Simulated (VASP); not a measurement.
# FeNi (P4/mmm) in VASP: single point with PBEsol

Aim: the single point of FeNi with PBEsol.

Everything below comes from runs of VASP 6.6.1. Logs are shortened: lines on timing, memory, paths and dates and some standing lists are left out, and cuts for length are marked.

**1. The cell of the first run**

It takes space group P4/mmm (No. 123, tetragonal). The conventional cell has a = 2.533 Å, b = 2.533 Å, c = 3.582 Å, α = 90.00°, β = 90.00°, γ = 90.00°. Within 3.3 Å of Fe (site symmetry 4/mmm) lie 8 Ni at 2.53 Å and 4 Fe at 2.53 Å. Within 3.3 Å of Ni (site symmetry 4/mmm) lie 8 Fe at 2.53 Å and 4 Ni at 2.53 Å.

**2. Single point, PBEsol, collinear spin, ferromagnetic start**

File INCAR:

```
SYSTEM = FeNi
PREC = Accurate
ENCUT = 520
EDIFF = 1E-7
ISMEAR = 0
SIGMA = 0.15
LREAL = .False.
LASPH = .True.
NELM = 150
ALGO = Normal
ISIF = 2
LWAVE = .False.
LCHARG = .False.
ISPIN = 2
MAGMOM = 2.97 0.78
LORBIT = 11
LMAXMIX = 4
GGA = PS
NBANDS = 20
```

File KPOINTS:

```
regular mesh
0
Gamma
  18 18 14
  0 0 0
```

File POSCAR:

```
FeNi
1.0
    2.5330000000      0.0000000000      0.0000000000
    0.0000000000      2.5330000000      0.0000000000
    0.0000000000      0.0000000000      3.5820000000
Fe Ni
1 1
Direct
    0.0000000000      0.0000000000      0.0000000000
    0.5000000000      0.5000000000      0.5000000000
```

Potentials or basis: VASP PAW PBE potentials, release 64 (Fe, Ni).

Command:

```console
cat potpaw_PBE.64/Fe/POTCAR potpaw_PBE.64/Ni/POTCAR > POTCAR
mpirun -np 1 vasp_std > vasp.out
```

OUTCAR:

```text
SYSTEM = FeNi
   PREC = Accurate
   ENCUT = 520
   EDIFF = 1E-7
   ISMEAR = 0
   LREAL = .False.
   LASPH = .True.
   NELM = 150
   ISIF = 2
   ISPIN = 2
   LORBIT = 11
   GGA = PS

 ion  position               nearest neighbor table
   1  0.000  0.000  0.000-   2 2.53   2 2.53   2 2.53   2 2.53   2 2.53   2 2.53   2 2.53   2 2.53

   2  0.500  0.500  0.500-   1 2.53   1 2.53   1 2.53   1 2.53   1 2.53   1 2.53   1 2.53   1 2.53

  LATTYP: Found a simple tetragonal cell.
 ALAT       =     2.5330000000
 C/A-ratio  =     1.4141334386

  Lattice vectors:

 A1 = (   2.5330000000,   0.0000000000,   0.0000000000)
 A2 = (   0.0000000000,   2.5330000000,   0.0000000000)
 A3 = (   0.0000000000,   0.0000000000,   3.5820000000)

Analysis of symmetry for initial positions (statically):
=====================================================================
 Subroutine PRICEL returns:
 Original cell was already a primitive cell.

 Routine SETGRP: Setting up the symmetry group for a
 simple tetragonal supercell.

 Subroutine GETGRP returns: Found 16 space group operations
 (whereof 16 operations were pure point group operations)
 out of a pool of 16 trial point group operations.

The static configuration has the point symmetry D_4h.

Analysis of symmetry for dynamics (positions and initial velocities):
=====================================================================
 Subroutine PRICEL returns:
 Original cell was already a primitive cell.

 Routine SETGRP: Setting up the symmetry group for a
 simple tetragonal supercell.

 Subroutine GETGRP returns: Found 16 space group operations
 (whereof 16 operations were pure point group operations)
 out of a pool of 16 trial point group operations.

The dynamic configuration has the point symmetry D_4h.

Analysis of structural, dynamic, and magnetic symmetry:
=====================================================================
 Subroutine PRICEL returns:
 Original cell was already a primitive cell.

 Routine SETGRP: Setting up the symmetry group for a
 simple tetragonal supercell.

 Subroutine GETGRP returns: Found 16 space group operations
 (whereof 16 operations were pure point group operations)
 out of a pool of 16 trial point group operations.

The overall configuration has the point symmetry D_4h.

 Subroutine INISYM returns: Found 16 space group operations
 (whereof 16 operations are pure point group operations),
 and found     1 'primitive' translations

----------------------------------------------------------------------------------------

                                     Primitive cell

  volume of cell :      22.9824

  direct lattice vectors                    reciprocal lattice vectors
     2.533000000  0.000000000  0.000000000     0.394788788  0.000000000  0.000000000
     0.000000000  2.533000000  0.000000000     0.000000000  0.394788788  0.000000000
     0.000000000  0.000000000  3.582000000     0.000000000  0.000000000  0.279173646

  length of vectors
     2.533000000  2.533000000  3.582000000     0.394788788  0.394788788  0.279173646

  position of ions in fractional coordinates (direct lattice)
     0.000000000  0.000000000  0.000000000
     0.500000000  0.500000000  0.500000000

  ion indices of the primitive-cell ions
   primitive index   ion index
                 1           1
                 2           2

----------------------------------------------------------------------------------------

 KPOINTS: regular mesh

Automatic generation of k-mesh.
 Grid dimensions read from file:
 generate k-points for:   18   18   14

 Generating k-lattice:

  Cartesian coordinates                     Fractional coordinates (reciprocal lattice)
     0.021932710  0.000000000  0.000000000     0.055555556  0.000000000  0.000000000
     0.000000000  0.021932710  0.000000000     0.000000000  0.055555556  0.000000000
     0.000000000  0.000000000  0.019940975     0.000000000  0.000000000  0.071428571

  Length of vectors
     0.021932710  0.021932710  0.019940975

  Shift w.r.t. Gamma in fractional coordinates (k-lattice)
     0.000000000  0.000000000  0.000000000

 Subroutine IBZKPT returns following result:
 ===========================================

 Found    440 irreducible k-points:

 Following reciprocal coordinates:
            Coordinates               Weight
  0.000000  0.000000  0.000000      1.000000
  0.055556  0.000000  0.000000      4.000000
  0.111111  0.000000  0.000000      4.000000
  0.166667  0.000000  0.000000      4.000000
  0.222222  0.000000  0.000000      4.000000
  0.277778  0.000000  0.000000      4.000000
[... 16 lines left out ...]
  0.277778  0.111111  0.000000      8.000000
  0.333333  0.111111  0.000000      8.000000
 [... further k-points ...]
   k-points           NKPTS =    440   k-points in BZ     NKDIM =    440   number of bands    NBANDS=     20
   number of dos      NEDOS =    301   number of ions     NIONS =      2
   total plane-waves  NPLWV =  11200
   dimension x,y,z NGX =    20 NGY =   20 NGZ =   28
   dimension x,y,z NGXF=    40 NGYF=   40 NGZF=   56
   ions per type =               1   1
   NGX,Y,Z   is equivalent  to a cutoff of  13.13, 13.13, 13.00 a.u.
   NGXF,Y,Z  is equivalent  to a cutoff of  26.25, 26.25, 25.99 a.u.
 SYSTEM =  FeNi
   PREC   = accura    normal or accurate (medium, high low for compatibility)
   ISTART =      0    job   : 0-new  1-cont  2-samecut
   ICHARG =      2    charge: 1-file 2-atom 10-const
   ISPIN  =      2    spin polarized calculation?
   LNONCOLLINEAR =      F non collinear calculations
   LSORBIT =      F    spin-orbit coupling
   LASPH  =      T    aspherical Exc in radial PAW
   ENCUT  =  520.0 eV  38.22 Ry    6.18 a.u.   4.71  4.71  6.66*2*pi/ulx,y,z
   NELM   =    150;   NELMIN=  2; NELMDL= -5     # of ELM steps
   EDIFF  = 0.1E-06   stopping-criterion for ELM
   LREAL  =      F    real-space projection
   EDIFFG = 0.1E-05   stopping-criterion for IOM
   NSW    =      0    number of steps for IOM
   IBRION =     -1    ionic relax: 0-MD 1-quasi-New 2-CG
   NFREE  =      0    steps in history (QN), initial steepest desc. (CG)
   ISIF   =      2    stress and relaxation
   ISYM   =      2    0-nonsym 1-usesym 2-fastsym
   POTIM  = 0.5000    time-step for ionic-motion
   TEBEG  =    0.0;   TEEND  =   0.0 temperature during run
   PSTRESS=    0.0 pullay stress
   NELECT =      18.0000    total number of electrons
   NUPDOWN=      -1.0000    fix difference up-down
   EMIN   =  10.00;   EMAX   =-10.00  energy-range for DOS
   EFERMI =   0.00;   METHOD = LEGACY
   ISMEAR =     0;   SIGMA  =   0.15  broadening in eV -4-tet -1-fermi 0-gaus
   EFERMI_NEDOS =   21; number of points for ismear=-14 and -15
   IALGO  =     38    algorithm
   IMIX   =      4    mixing-type and parameters
     AMIX     =   0.40;   BMIX     =  1.00
     AMIX_MAG =   1.60;   BMIX_MAG =  1.00
  volume/ion in A,a.u.               =      11.49        77.55
  Fermi-wavevector in a.u.,A,eV,Ry     =   1.509039  2.851669 30.983152  2.277197
  Thomas-Fermi vector in A             =   2.619414
   LORBIT       =     11    0 simple, 1 ext, 2 COOP (PROOUT), +10 PAW based schemes
   GGA     = PS    functional components
   LHFCALC =     F    Hartree Fock is set to
   AEXX    =    0.0000 exact exchange contribution
   IVDW    =     0    specifies the selected vdW correction
   LEPSILON=     F    determine dielectric tensor
   LRPA    =     F    only Hartree local field effects (RPA)
 spin polarized calculation
 Gauss-broadening in eV      SIGMA  =   0.15
  energy-cutoff  :      520.00
  volume of cell :       22.98
 maximum number of plane-waves:       637
 NGX is ok and might be reduce to    20
   NGX =  9   NGY =  9   NGZ = 13

 number of electron      17.9999995 magnetization       3.2784654

 Free energy of the ion-electron system (eV)
  ---------------------------------------------------
  ext. energy  EPLUGINS =         0.00000000
  ---------------------------------------------------
  free energy    TOTEN  =       -15.11191619 eV

  energy without entropy =      -15.09696634  energy(sigma->0) =      -15.10444127

 E-fermi :   7.1828     XC(G=0): -13.1573

 val. band max:        7.1824993179   @ k =   0.2222   0.2222   0.0000
 cond. band min:       7.1840120010   @ k =   0.3333   0.1667   0.2857
 fundamental gap:      0.0015126831
 Fermi energy:         7.1827879573

 spin component 1

 k-point     1 :       0.0000    0.0000    0.0000
  band No.  band energies     occupation
      1      -1.5910      1.00000
      2       2.1953      1.00000
      3       2.8376      1.00000
      4       4.6466      1.00000
      5       4.6466      1.00000
      6       4.6757      1.00000
[... 12 lines left out ...]
     19      33.6429      0.00000
     20      33.6912      0.00000
[... 507 lines left out ...]
 k-point    24 :       0.3333    0.1111    0.0000
  band No.  band energies     occupation
      1       1.1822      1.00000
      2       3.3292      1.00000
      3       3.6531      1.00000
      4       3.8595      1.00000
      5       4.2903      1.00000
      6       4.7200      1.00000
[... 12 lines left out ...]
     19      31.8074      0.00000
     20      31.8484      0.00000

 [... further k-points ...]

 spin component 2

 k-point     1 :       0.0000    0.0000    0.0000
  band No.  band energies     occupation
      1      -1.4495      1.00000
      2       3.3316      1.00000
      3       4.0130      1.00000
      4       5.8791      1.00000
      5       5.8791      1.00000
      6       6.3305      1.00000
[... 12 lines left out ...]
     19      33.9385      0.00000
     20      33.9485      0.00000
[... 507 lines left out ...]
 k-point    24 :       0.3333    0.1111    0.0000
  band No.  band energies     occupation
      1       1.4009      1.00000
      2       4.4899      1.00000
      3       4.6864      1.00000
      4       4.9478      1.00000
      5       5.5511      1.00000
      6       6.0478      1.00000
[... 12 lines left out ...]
     19      32.0527      0.00000
     20      32.1100      0.00000

 [... further k-points ...]

------------------------ aborting loop because EDIFF is reached ----------------------------------------

  FORCE on cell =-STRESS in cart. coord.  units (eV):
  Direction    XX          YY          ZZ          XY          YZ          ZX
  --------------------------------------------------------------------------------------
  -------------------------------------------------------------------------------------
  Total       -1.7232383     -1.7232383     -1.5865416      0.0000000      0.0000000      0.0000000
  in kB     -120.1323460   -120.1323460   -110.6027888      0.0000000      0.0000000      0.0000000
  external PRESSURE =    -116.9558269 kB  Pullay stress =       0.0000000 kB

 VOLUME and BASIS-vectors are now :
 -----------------------------------------------------------------------------
  energy-cutoff  :      520.00
  volume of cell :       22.98
      direct lattice vectors                 reciprocal lattice vectors
     2.533000000  0.000000000  0.000000000     0.394788788  0.000000000  0.000000000
     0.000000000  2.533000000  0.000000000     0.000000000  0.394788788  0.000000000
     0.000000000  0.000000000  3.582000000     0.000000000  0.000000000  0.279173646

 POSITION                                       TOTAL-FORCE (eV/Angst)
 -----------------------------------------------------------------------------------
      0.00000      0.00000      0.00000         0.000000      0.000000      0.000000
      1.26650      1.26650      1.79100         0.000000      0.000000      0.000000
 -----------------------------------------------------------------------------------
    total drift:                               -0.000000      0.000000      0.000000

  FREE ENERGIE OF THE ION-ELECTRON SYSTEM (eV)
  ---------------------------------------------------
  free  energy   TOTEN  =       -15.1119161923 eV

  energy  without entropy=      -15.0969663426  energy(sigma->0) =      -15.10444127

 total charge

# of ion       s       p       d       tot
------------------------------------------
    1        0.468   0.490   6.171   7.130
    2        0.509   0.516   8.303   9.328
--------------------------------------------------
tot          0.977   1.007  14.473  16.458

 magnetization (x)

# of ion       s       p       d       tot
------------------------------------------
    1       -0.000  -0.020   2.675   2.655
    2       -0.028  -0.061   0.715   0.627
--------------------------------------------------
tot         -0.028  -0.080   3.390   3.282
```

Wall time 6.2 min (1 thread of Intel Xeon Platinum 8259CL at 2.50GHz (Skylake/Cascade Lake), shared host); peak memory 0.41 GiB.

What came out:

| Quantity | Value |
| --- | --- |
| Free energy | -15.1119 eV |
| Pressure | -11.7 GPa |
| Net moment | 3.28 μB per cell |
| Site moments | Fe +2.65; Ni +0.63 μB |
| Valence electrons inside the program's atomic spheres | Fe 7.13; Ni 9.33 |

Levels at points of the mesh, in eV from the Fermi level:
Spin up:
| k point | band 9 | band 10 | band 11 | band 12 | band 13 | band 14 |
| --- | --- | --- | --- | --- | --- | --- |
| (0.00, 0.00, 0.00) | -0.69 | -0.48 | -0.48 | 2.32 | 9.05 | 14.25 |
| (0.50, 0.00, 0.00) | -1.47 | -1.42 | 0.67 | 1.21 | 11.22 | 11.22 |
| (0.50, 0.50, 0.00) | -0.48 | -0.19 | 2.34 | 2.34 | 8.84 | 9.25 |
| (0.00, 0.00, 0.50) | -1.60 | -1.60 | -1.14 | -1.00 | 18.42 | 18.42 |
| (0.50, 0.00, 0.50) | -0.62 | -0.62 | -0.36 | -0.30 | 5.45 | 5.94 |
| (0.50, 0.50, 0.50) | -0.69 | -0.19 | 7.54 | 7.54 | 7.58 | 7.58 |
Spin down:
| k point | band 6 | band 7 | band 8 | band 9 | band 10 | band 11 |
| --- | --- | --- | --- | --- | --- | --- |
| (0.00, 0.00, 0.00) | -0.85 | -0.44 | 0.35 | 1.65 | 1.65 | 2.00 |
| (0.50, 0.00, 0.00) | -1.15 | -0.91 | -0.73 | 0.77 | 1.21 | 1.45 |
| (0.50, 0.50, 0.00) | 0.64 | 1.40 | 1.40 | 1.69 | 2.40 | 2.48 |
| (0.00, 0.00, 0.50) | -0.93 | -0.93 | -0.38 | 0.27 | 0.88 | 0.88 |
| (0.50, 0.00, 0.50) | -0.53 | -0.32 | -0.14 | 0.52 | 1.40 | 1.61 |
| (0.50, 0.50, 0.50) | -1.48 | -0.75 | 0.32 | 1.18 | 2.40 | 8.14 |

Caveat: the cell stands under tension; the PAW data sets were made with another functional, which shifts forces and pressure a little.
